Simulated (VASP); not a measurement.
Runs of VASP 6.6.1 on AgO. The structure is that of space group F-43m (No. 216), or close to it. The cells are those of the table. 

```csv
task,cell,k mesh,cutoff (eV),gap on the mesh (eV),pressure (GPa)
relaxation of cell and atoms,"relaxed to 10 GPa from a = 3.410 Å, angles 60.0°, 2 atoms",14 × 14 × 14,600,none,10.0
single point,"a = 3.500 Å, angles 60.0°, 2 atoms",14 × 14 × 14,520,none,(b)
single point,"a = 3.499 Å, angles 60.0°, 2 atoms",8 × 8 × 8,520,none,-0.1
single point,"a = 3.522 Å, angles 60.0°, 2 atoms",14 × 14 × 14,520,none,-2.1
relaxation of cell and atoms,"relaxed to 20 GPa from a = 3.344 Å, angles 60.0°, 2 atoms",16 × 16 × 16,600,none,20.0
relaxation of cell and atoms,"relaxed to 2 GPa from a = 3.478 Å, angles 60.0°, 2 atoms",14 × 14 × 14,600,none,2.1
single point,"a = 3.398 Å, angles 60.0°, 2 atoms",16 × 16 × 16,520,none,(a)
single point,"a = 3.534 Å, angles 60.0°, 2 atoms",14 × 14 × 14,520,none,-3.1
```

Alike in all rows: level PBEsol; potentials or basis VASP PAW PBE potentials, release 64 (Ag, O); no spin polarisation; smearing gaussian 0.1 eV.

Problem. Estimate the missing entries.

Solution. (a) 11.8; (b) -0.2.

Caveats: the PAW data sets were made with another functional, which shifts forces and pressure a little; an odd number of electrons without spin polarisation forces a metal; a magnetic or distorted state may lie lower; the cell is relaxed towards a set pressure, so the enthalpy falls and the energy may rise (some runs); the relaxation stopped at its first step, so nothing moved (some runs).

A k mesh can miss the band edges, and the runs leave out spin-orbit coupling on Ag.

A gap of «none» marks levels without a gap at the run's occupations.
